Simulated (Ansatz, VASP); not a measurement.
# One calculation of Ta3AlN4, two programs

```
CELL_PARAMETERS angstrom
3.08255 0.00000 0.00000
0.00000 3.08255 0.00000
0.00000 0.00000 8.73662
ATOMIC_POSITIONS crystal
Ta 0.00000 0.00000 0.75663
Ta 0.50000 0.50000 0.00000
Ta 0.00000 0.00000 0.24337
Al 0.50000 0.50000 0.50000
N 0.00000 0.00000 0.00000
N 0.50000 0.50000 0.27263
N 0.00000 0.00000 0.50000
N 0.50000 0.50000 0.72737
```

Alike in both runs: functional PBE; k mesh 6 × 6 × 2; occupations gaussian, width 0.1 eV; no spin polarisation.

Ansatz relaxed the structure, and its values are those at the end. VASP's run is a single point on that final structure, the one shown.

```csv
,VASP,Ansatz
version,VASP 6.6.1,Ansatz 0.2.0
potentials or method,"VASP PAW PBE potentials, release 64 (Ta_pv, Al, N), cutoff 520 eV","scalar-relativistic, plane waves, PAW"
valence electrons in the cell,56,62
```

```tsv
	VASP	Ansatz	Ansatz less VASP
gap on the k mesh at the Fermi level (eV)	none	none	-
pressure (GPa)	0.5	0.0	-0.57
rms of the force components (eV/Å)	0.007	0.001	-0.0064
```

A gap of «none» marks a metal or a gap that the smearing closes. With one functional, cell and mesh, what is left measures potentials, basis and numerics. VASP's potentials hold 56 valence electrons a cell and Ansatz's 62, so a difference there can come from the potentials and not from the codes.

Spin-orbit coupling is off throughout.
